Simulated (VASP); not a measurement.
# Na2S in VASP: further runs

Aim: see how the results for Na2S move with the level of theory and the settings. Levels: r2SCAN, HSE06. Tasks: single point.

All numbers are computed with VASP 6.6.1; they aren't measurements. Logs are shortened: lines on timing, memory, paths and dates and some standing lists are left out, and cuts for length are marked.

### 1 The cell of the first run

It takes space group R-3m (No. 166, trigonal). The conventional cell has a = 4.604 Å, b = 4.604 Å, c = 11.446 Å, α = 90.00°, β = 90.00°, γ = 120.00°. Within 3.7 Å of S (site symmetry -3m) lie 8 Na at 2.83 to 2.86 Å. Within 3.7 Å of Na (site symmetry 3m) lie 4 S at 2.83 to 2.86 Å and 6 Na at 3.26 to 3.28 Å.

### 2 Single point, r2SCAN (strain along [111] +1.5%)

File POSCAR:

```
Na2S
1.0
    0.0325543245      3.2879867753      3.2879867753
    3.2879867753      0.0325543245      3.2879867753
    3.2879867753      3.2879867753      0.0325543245
S Na
1 2
Direct
    0.0000000000      0.0000000000      0.0000000000
    0.2494808621      0.2494808621      0.2494808621
    0.7505191379      0.7505191379      0.7505191379
```

File INCAR.step1:

```
SYSTEM = Na2S
PREC = Accurate ; ENCUT = 550
ISMEAR = 0 ; SIGMA = 0.01
LREAL = .False. ; LASPH = .True.
NELM = 120 ; NBANDS = 17
GGA = PE ; ALGO = Normal
EDIFF = 1E-5 ; LWAVE = .True.
LCHARG = .False. ; GGA_COMPAT = .False.
```

File INCAR.step2:

```
SYSTEM = Na2S
PREC = Accurate ; ENCUT = 550
EDIFF = 1E-6 ; ISMEAR = 0
SIGMA = 0.01 ; LREAL = .False.
LASPH = .True. ; NELM = 120
ALGO = Normal ; ISIF = 2
LWAVE = .False. ; LCHARG = .True.
METAGGA = R2SCAN ; LMIXTAU = .True.
LELF = .True. ; LVHAR = .True.
NBANDS = 17 ; ISTART = 1
GGA_COMPAT = .False.
```

File KPOINTS:

```
regular mesh
0
Gamma
  8 8 8
  0 0 0
```

Potentials or basis: VASP PAW PBE potentials, release 64 (S, Na_pv).

Run with:

```sh
$ cat potpaw_PBE.64/S/POTCAR potpaw_PBE.64/Na_pv/POTCAR > POTCAR
$ cp INCAR.step1 INCAR
$ mpirun -np 1 vasp_std > vasp.out
$ cp INCAR.step2 INCAR
$ mpirun -np 1 vasp_std > vasp.out
```

OUTCAR:

```text
SYSTEM = Na2S
   PREC = Accurate
   ENCUT = 550
   EDIFF = 1E-6
   ISMEAR = 0
   LREAL = .False.
   LASPH = .True.
   NELM = 120
   ISIF = 2
   METAGGA = R2SCAN
   ISTART = 1

 ion  position               nearest neighbor table
   1  0.000  0.000  0.000-
   2  0.249  0.249  0.249-
   3  0.751  0.751  0.751-

  LATTYP: Found a trigonal (rhomboedric) cell.
 ALAT       =     4.6500294465
 COS(alpha) =     0.5098759986

  Lattice vectors:

 A1 = (   0.0325543245,   3.2879867753,   3.2879867753)
 A2 = (   3.2879867753,   0.0325543245,   3.2879867753)
 A3 = (   3.2879867753,   3.2879867753,   0.0325543245)

Analysis of symmetry for initial positions (statically):
=====================================================================
 Subroutine PRICEL returns:
 Original cell was already a primitive cell.

 Routine SETGRP: Setting up the symmetry group for a
 trigonal (rhombohedral) supercell.

 Subroutine GETGRP returns: Found 12 space group operations
 (whereof 12 operations were pure point group operations)
 out of a pool of 12 trial point group operations.

The static configuration has the point symmetry D_3d.

Analysis of symmetry for dynamics (positions and initial velocities):
=====================================================================
 Subroutine PRICEL returns:
 Original cell was already a primitive cell.

 Routine SETGRP: Setting up the symmetry group for a
 trigonal (rhombohedral) supercell.

 Subroutine GETGRP returns: Found 12 space group operations
 (whereof 12 operations were pure point group operations)
 out of a pool of 12 trial point group operations.

The dynamic configuration has the point symmetry D_3d.

 Subroutine INISYM returns: Found 12 space group operations
 (whereof 12 operations are pure point group operations),
 and found     1 'primitive' translations

----------------------------------------------------------------------------------------

                                     Primitive cell

  volume of cell :      70.0361

  direct lattice vectors                    reciprocal lattice vectors
     0.032554325  3.287986775  3.287986775    -0.154346024  0.152832827  0.152832827
     3.287986775  0.032554325  3.287986775     0.152832827 -0.154346024  0.152832827
     3.287986775  3.287986775  0.032554325     0.152832827  0.152832827 -0.154346024

[... 83 lines left out ...]
   ENCUT  =  550.0 eV  40.42 Ry    6.36 a.u.   8.89  8.89  8.89*2*pi/ulx,y,z
   NELM   =    120;   NELMIN=  2; NELMDL=  0     # of ELM steps
   EDIFF  = 0.1E-05   stopping-criterion for ELM
   LREAL  =      F    real-space projection
   EDIFFG = 0.1E-04   stopping-criterion for IOM
   NSW    =      0    number of steps for IOM
   IBRION =     -1    ionic relax: 0-MD 1-quasi-New 2-CG
   NFREE  =      0    steps in history (QN), initial steepest desc. (CG)
   ISIF   =      2    stress and relaxation
   ISYM   =      2    0-nonsym 1-usesym 2-fastsym
   POTIM  = 0.5000    time-step for ionic-motion
   TEBEG  =    0.0;   TEEND  =   0.0 temperature during run
   PSTRESS=    0.0 pullay stress
   NELECT =      20.0000    total number of electrons
   NUPDOWN=      -1.0000    fix difference up-down
   EMIN   =  10.00;   EMAX   =-10.00  energy-range for DOS
   EFERMI =   0.00;   METHOD = LEGACY
   ISMEAR =     0;   SIGMA  =   0.01  broadening in eV -4-tet -1-fermi 0-gaus
   EFERMI_NEDOS =   21; number of points for ismear=-14 and -15
   IALGO  =     38    algorithm
   IMIX   =      4    mixing-type and parameters
     AMIX     =   0.40;   BMIX     =  1.00
     AMIX_MAG =   1.60;   BMIX_MAG =  1.00
  volume/ion in A,a.u.               =      23.35       157.54
  Fermi-wavevector in a.u.,A,eV,Ry     =   1.078063  2.037244 15.812960  1.162220
  Thomas-Fermi vector in A             =   2.213992
   LORBIT       =      0    0 simple, 1 ext, 2 COOP (PROOUT), +10 PAW based schemes
   METAGGA = R2SCAN    functional components
   LHFCALC =     F    Hartree Fock is set to
   AEXX    =    0.0000 exact exchange contribution
   IVDW    =     0    specifies the selected vdW correction
   LEPSILON=     F    determine dielectric tensor
   LRPA    =     F    only Hartree local field effects (RPA)
 non-spin polarized calculation
 Gauss-broadening in eV      SIGMA  =   0.01
  energy-cutoff  :      550.00
  volume of cell :       70.04
 maximum number of plane-waves:      2085
   NGX = 17   NGY = 17   NGZ = 17

 number of electron      19.9999991 magnetization

 Free energy of the ion-electron system (eV)
  ---------------------------------------------------
  ext. energy  EPLUGINS =         0.00000000
  ---------------------------------------------------
  free energy    TOTEN  =       -18.96368653 eV

  energy without entropy =      -18.96368653  energy(sigma->0) =      -18.96368653

 E-fermi :   0.0275     XC(G=0):  -8.2588

 val. band max:       -0.1216498681   @ k =   0.0000   0.0000   0.0000
 cond. band min:       2.9239782968   @ k =   0.0000   0.0000   0.0000
 fundamental gap:      3.0456281649
 Fermi energy:         0.0275052379

 k-point     1 :       0.0000    0.0000    0.0000
  band No.  band energies     occupation
      1     -23.1941      2.00000
      2     -23.1919      2.00000
      3     -23.1919      2.00000
      4     -23.1430      2.00000
      5     -23.1430      2.00000
      6     -23.1430      2.00000
[... 457 lines left out ...]
      4     -23.1649      2.00000
      5     -23.1610      2.00000
      6     -23.1415      2.00000
[... 9 lines left out ...]
     16      10.8173      0.00000
     17      11.4515      0.00000

 [... further k-points ...]

------------------------ aborting loop because EDIFF is reached ----------------------------------------

  FORCE on cell =-STRESS in cart. coord.  units (eV):
  Direction    XX          YY          ZZ          XY          YZ          ZX
  --------------------------------------------------------------------------------------
  -------------------------------------------------------------------------------------
  Total       -0.2455874     -0.2455874     -0.2455874     -0.0868812     -0.0868812     -0.0868812
  in kB       -5.6181654     -5.6181654     -5.6181654     -1.9875328     -1.9875328     -1.9875328
  external PRESSURE =      -5.6181654 kB  Pullay stress =       0.0000000 kB

 VOLUME and BASIS-vectors are now :
 -----------------------------------------------------------------------------
  energy-cutoff  :      550.00
  volume of cell :       70.04
      direct lattice vectors                 reciprocal lattice vectors
     0.032554325  3.287986775  3.287986775    -0.154346024  0.152832827  0.152832827
     3.287986775  0.032554325  3.287986775     0.152832827 -0.154346024  0.152832827
     3.287986775  3.287986775  0.032554325     0.152832827  0.152832827 -0.154346024

 POSITION                                       TOTAL-FORCE (eV/Angst)
 -----------------------------------------------------------------------------------
      0.00000      0.00000      0.00000         0.000000     -0.000000     -0.000000
      1.64870      1.64870      1.64870         0.002771      0.002771      0.002771
      4.95983      4.95983      4.95983        -0.002771     -0.002771     -0.002771
 -----------------------------------------------------------------------------------
    total drift:                               -0.000000     -0.000000      0.000000

  FREE ENERGIE OF THE ION-ELECTRON SYSTEM (eV)
  ---------------------------------------------------
  free  energy   TOTEN  =       -18.9636865318 eV

  energy  without entropy=      -18.9636865318  energy(sigma->0) =      -18.96368653
```

Run time: 4 min. Hardware: 1 thread of AMD EPYC 9R45 (Zen 5), shared host; peak memory 0.22 GiB.

Results:

```yaml
Free_energy: -18.9637 eV
Pressure: -0.6 GPa
Largest_force: 0.005 eV/Å
Band_gap_on_the_k_mesh: 3.05 eV
```

Forces in eV/Å, atoms in the order of the input:
```
S    0.000  0.000  0.000
Na   0.003  0.003  0.003
Na  -0.003 -0.003 -0.003
```

Stress tensor (GPa, compression positive):
```
-0.56 -0.20 -0.20
-0.20 -0.56 -0.20
-0.20 -0.20 -0.56
```

Caveat: the cell differs from its parent crystal (strain along [111] +1.5%); the PAW data sets were made with another functional, which shifts forces and pressure a little. A k mesh can miss the band edges.

### 3 Single point, r2SCAN (shear xy strain -0.5%)

File POSCAR:

```
Na2S
1.0
   -0.0081385811      3.2554324508      3.2554324508
    3.2554324508     -0.0081385811      3.2554324508
    3.2472938697      3.2472938697      0.0000000000
S Na
1 2
Direct
    0.0000000000      0.0000000000      0.0000000000
    0.2503228338      0.2503228338      0.2496771662
    0.7496771662      0.7496771662      0.7503228338
```

File INCAR.step1:

```
  PREC = Accurate
  ENCUT = 550
  ISMEAR = 0
  SIGMA = 0.01
  LREAL = False
  LASPH = True
  NELM = 120
  NBANDS = 17
  GGA = PE
  ALGO = Normal
  EDIFF = 1E-5
  LWAVE = True
  LCHARG = False
  GGA_COMPAT = False
```

File INCAR.step2:

```
  PREC = Accurate
  ENCUT = 550
  EDIFF = 1E-6
  ISMEAR = 0
  SIGMA = 0.01
  LREAL = False
  LASPH = True
  NELM = 120
  ALGO = Normal
  ISIF = 2
  LWAVE = False
  LCHARG = False
  METAGGA = R2SCAN
  LMIXTAU = True
  NBANDS = 17
  ISTART = 1
  GGA_COMPAT = False
```

File KPOINTS:

```
regular mesh
0
Gamma
  8 8 8
```

Potentials or basis: VASP PAW PBE potentials, release 64 (S, Na_pv).

Run with:

```sh
$ cat potpaw_PBE.64/S/POTCAR potpaw_PBE.64/Na_pv/POTCAR > POTCAR
$ cp INCAR.step1 INCAR
$ mpirun -np 1 vasp_std > vasp.out
$ cp INCAR.step2 INCAR
$ mpirun -np 1 vasp_std > vasp.out
```

It took 6.3 min on 1 thread of AMD EPYC 9R45 (Zen 5), shared host; peak memory 0.24 GiB.

It converged, with:

```
Free energy            : -18.9672 eV
Pressure               : -0.1 GPa
Band gap on the k mesh : 3.11 eV
```

Stress tensor (GPa, compression positive):
```
-0.07  0.10  0.00
 0.10 -0.07  0.00
 0.00  0.00 -0.07
```

Levels at points of the mesh, in eV from the valence-band top:
```csv
k point,band 8,band 9,band 10,band 11,band 12,band 13
"(0.00, 0.00, 0.00)",-0.01,-0.01,0.00,3.11,8.43,8.46
"(0.50, 0.00, 0.00)",-1.64,-0.13,-0.13,5.56,6.97,7.69
"(0.50, 0.50, 0.00)",-1.45,-0.47,-0.45,4.19,6.77,9.43
"(0.00, 0.00, 0.50)",-1.63,-0.14,-0.13,5.56,6.98,7.66
"(0.50, 0.00, 0.50)",-1.45,-0.46,-0.46,4.19,6.77,9.43
```

Caveat: the cell differs from its parent crystal (shear xy strain -0.5%); the PAW data sets were made with another functional, which shifts forces and pressure a little. A k mesh can miss the band edges.

### 4 Single point, HSE06

This run uses another cell than the first one, of 23.00 Å³/atom.

File POSCAR:

```
Na2S
1.0
    0.0000000000      3.2554324508      3.2554324508
    3.2554324508      0.0000000000      3.2554324508
    3.2554324508      3.2554324508      0.0000000000
S Na
1 2
Direct
    0.0000000000      0.0000000000      0.0000000000
    0.2500000000      0.2500000000      0.2500000000
    0.7500000000      0.7500000000      0.7500000000
```

File INCAR.step1:

```
PREC = Accurate
ENCUT = 400
EDIFF = 1E-5
ISMEAR = 0
SIGMA = 0.01
LREAL = False
LASPH = True
NELM = 120
ALGO = Normal
ISIF = 2
LWAVE = True
GGA = PE
NBANDS = 17
GGA_COMPAT = False
```

File INCAR.step2:

```
PREC = Accurate
ENCUT = 400
EDIFF = 1E-6
ISMEAR = 0
SIGMA = 0.01
LREAL = False
LASPH = True
NELM = 120
ALGO = Normal
ISIF = 2
LWAVE = False
LCHARG = True
GGA = PE
LHFCALC = True
HFSCREEN = 0.2079
PRECFOCK = Normal
LELF = True
LVHAR = True
ISTART = 1
NBANDS = 17
GGA_COMPAT = False
```

File KPOINTS:

```
regular mesh
0
Gamma
  6 6 6
```

Potentials or basis: VASP PAW PBE potentials, release 64 (S, Na_pv).

Run with:

```sh
$ cat potpaw_PBE.64/S/POTCAR potpaw_PBE.64/Na_pv/POTCAR > POTCAR
$ cp INCAR.step1 INCAR
$ mpirun -np 1 vasp_std > vasp.out
$ cp INCAR.step2 INCAR
$ mpirun -np 1 vasp_std > vasp.out
```

OUTCAR:

```text
PREC = Accurate
   ENCUT = 400
   EDIFF = 1E-6
   ISMEAR = 0
   LREAL = False
   LASPH = True
   NELM = 120
   ISIF = 2
   GGA = PE
   LHFCALC = True
   HFSCREEN = 0.2079
   PRECFOCK = Normal
   ISTART = 1

 ion  position               nearest neighbor table
   1  0.000  0.000  0.000-
   2  0.250  0.250  0.250-
   3  0.750  0.750  0.750-

  LATTYP: Found a face centered cubic cell.
 ALAT       =     6.5108649016

[... 508 lines left out ...]
------------------------ aborting loop because EDIFF is reached ----------------------------------------

  FORCE on cell =-STRESS in cart. coord.  units (eV):
  Direction    XX          YY          ZZ          XY          YZ          ZX
  --------------------------------------------------------------------------------------
  -------------------------------------------------------------------------------------
  Total        0.0043275      0.0043275      0.0043275      0.0000000     -0.0000000     -0.0000000
  in kB        0.1004836      0.1004836      0.1004836      0.0000000     -0.0000000     -0.0000000
  external PRESSURE =       0.1004836 kB  Pullay stress =       0.0000000 kB

 VOLUME and BASIS-vectors are now :
 -----------------------------------------------------------------------------
  energy-cutoff  :      400.00
  volume of cell :       69.00
      direct lattice vectors                 reciprocal lattice vectors
     0.000000000  3.255432451  3.255432451    -0.153589426  0.153589426  0.153589426
     3.255432451  0.000000000  3.255432451     0.153589426 -0.153589426  0.153589426
     3.255432451  3.255432451  0.000000000     0.153589426  0.153589426 -0.153589426

 POSITION                                       TOTAL-FORCE (eV/Angst)
 -----------------------------------------------------------------------------------
      0.00000      0.00000      0.00000         0.000000     -0.000000     -0.000000
      1.62772      1.62772      1.62772        -0.000000     -0.000000      0.000000
      4.88315      4.88315      4.88315         0.000000      0.000000     -0.000000
 -----------------------------------------------------------------------------------
    total drift:                               -0.000001     -0.000000     -0.000000

  FREE ENERGIE OF THE ION-ELECTRON SYSTEM (eV)
  ---------------------------------------------------
  free  energy   TOTEN  =       -11.5035110918 eV

  energy  without entropy=      -11.5035110918  energy(sigma->0) =      -11.50351109
```

OSZICAR.step1:

```text
N       E                     dE             d eps       ncg     rms          rms(c)
DAV:   1     0.139676813570E+03    0.13968E+03   -0.91334E+03   544   0.101E+03
DAV:   2    -0.119779370344E+01   -0.14087E+03   -0.13714E+03   595   0.298E+02
DAV:   3    -0.106497697766E+02   -0.94520E+01   -0.94176E+01   652   0.817E+01
DAV:   4    -0.108151404663E+02   -0.16537E+00   -0.16524E+00   690   0.113E+01
DAV:   5    -0.108181264161E+02   -0.29859E-02   -0.29856E-02   698   0.150E+00    0.370E+00
DAV:   6    -0.100132302415E+02    0.80490E+00   -0.15861E+00   708   0.550E+00    0.297E+00
DAV:   7    -0.995994349338E+01    0.53287E-01   -0.23917E-01   642   0.205E+00    0.195E+00
DAV:   8    -0.996936679507E+01   -0.94233E-02   -0.18888E-02   569   0.111E+00    0.584E-01
DAV:   9    -0.996930147306E+01    0.65322E-04   -0.30134E-04   724   0.122E-01    0.570E-01
DAV:  10    -0.997122493941E+01   -0.19235E-02   -0.11481E-02   575   0.482E-01    0.958E-01
DAV:  11    -0.997088850230E+01    0.33644E-03   -0.12805E-03   568   0.166E-01    0.402E-01
DAV:  12    -0.997085529296E+01    0.33209E-04   -0.92748E-05   658   0.429E-02    0.316E-01
DAV:  13    -0.997077834716E+01    0.76946E-04   -0.44813E-04   594   0.908E-02    0.536E-02
DAV:  14    -0.997077940022E+01   -0.10531E-05   -0.29996E-05   632   0.270E-02
   1 F= -.99707794E+01 E0= -.99707794E+01  d E =-.175081E-35
```

Wall time 36 min (1 thread of Intel Xeon Platinum 8375C at 2.90GHz (Ice Lake), shared host); peak memory 0.28 GiB.

What came out:

```yaml
Free_energy: -11.5035 eV
Pressure: 0.0 GPa
Band_gap_on_the_k_mesh: 3.52 eV
```

Caveat: the PAW data sets were made with another functional, which shifts forces and pressure a little.

### 5 Summary

| level | cell | k mesh | cutoff (eV) | grid for exact exchange (PRECFOCK) | share of exact exchange | screening parameter | gap on the mesh (eV) | pressure (GPa) |
| --- | --- | --- | --- | --- | --- | --- | --- | --- |
| r2SCAN | a = 4.650 Å, angles 59.3°, 3 atoms | 8 × 8 × 8 | 550 | - | - | - | 3.05 | -0.6 |
| r2SCAN | a = 4.604, b = 4.604, c = 4.592 Å, angles 60.1, 60.1, 60.2°, 3 atoms | 8 × 8 × 8 | 550 | - | - | - | 3.11 | -0.1 |
| HSE06 | a = 4.604 Å, angles 60.0°, 3 atoms | 6 × 6 × 6 | 400 | Normal | 0.25 | 0.2079 1/Å | 3.52 | 0.0 |

Alike in all rows: task single point; potentials or basis VASP PAW PBE potentials, release 64 (S, Na_pv); no spin polarisation; smearing gaussian 0.01 eV.

Caveats: the PAW data sets were made with another functional, which shifts forces and pressure a little.

Absolute energies hang on the potentials; compare differences alone.
